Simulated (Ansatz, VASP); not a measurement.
# Two plane-wave programs on ZnAu

```
Zn Au
1.0
     3.15005    0.00000    0.00000
     0.00000    3.15005    0.00000
     0.00000    0.00000    3.15005
Zn Au
1 1
Direct
  0.50000 0.50000 0.50000
  0.00000 0.00000 0.00000
```

Alike in both runs: task electric field gradients; functional PBEsol; k mesh 13 × 13 × 13; occupations fermi-dirac, width 0.05 eV; no spin polarisation.

|  | VASP | Ansatz |
| --- | --- | --- |
| version | VASP 6.6.1 | Ansatz 0.2.0 |
| potentials or method | VASP PAW PBE potentials, release 64 (Zn, Au) | PAW with Ansatz's default frozen-core files, scalar-relativistic |
| plane-wave cutoff (eV) | 520 | 420 |
| valence electrons in the cell | 23 | 31 |

|  | VASP | Ansatz | Ansatz less VASP |
| --- | --- | --- | --- |
| pressure (GPa) | -2.6 | -2.8 | -0.17 |

VASP's potentials were made for PBE, not for PBEsol. VASP's potentials hold 23 valence electrons a cell and Ansatz's 31, so a difference there can come from the potentials and not from the codes.

Neither program's run includes spin-orbit coupling.
